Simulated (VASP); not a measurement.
Set up this calculation in VASP 6.6.1, as the native input.

```
Task                   : single point
Functional             : PBEsol
Potentials or basis    : VASP PAW PBE potentials, release 64 (Rh_pv)
Cutoff                 : 520 eV
k mesh                 : 22 × 22 × 22
Occupations            : gaussian, width 0.15 eV
Spin                   : no spin polarisation
Dipole correction      : no
Further INCAR settings : ALGO = Fast; EDIFF = 1e-07; NBANDS = 14
```

The structure of Rh lies in POSCAR:

```
Rh
1.0
    0.0000000000      1.9585965000      1.8445035000
    1.9585965000      0.0000000000      1.8445035000
    1.9585965000      1.9585965000      0.0000000000
Rh
1
Direct
    0.0000000000      0.0000000000      0.0000000000
```

This cell differs from its parent crystal: strain +0.030 along x and y, -0.030 along z.

One way to write it, as run:

INCAR

```
SYSTEM = Rh
PREC = Accurate ; ENCUT = 520
EDIFF = 1E-7 ; ISMEAR = 0
SIGMA = 0.15 ; LREAL = .FALSE.
LASPH = .TRUE. ; NELM = 100
ALGO = Fast ; ISIF = 2
LWAVE = .FALSE. ; LCHARG = .TRUE.
GGA = PS ; LELF = .TRUE.
LVHAR = .TRUE. ; NBANDS = 14
```

KPOINTS

```
regular mesh
0
G
  22 22 22
  0 0 0
```

Potentials or basis: VASP PAW PBE potentials, release 64 (Rh_pv).

Launch:

```console
$ cat potpaw_PBE.64/Rh_pv/POTCAR > POTCAR
$ mpirun -np 1 vasp_std > vasp.out
```

It gave:

```
Pressure : -11.8 GPa
```

Caveat: the cell differs from its parent crystal (strain +0.030 along x and y, -0.030 along z); the PAW data sets were made with another functional, which shifts forces and pressure a little.

It took 90 s on 1 thread of Intel(R) Xeon(R) Platinum 8488C (Sapphire Rapids), on a shared host, peak memory 0.25 GiB.
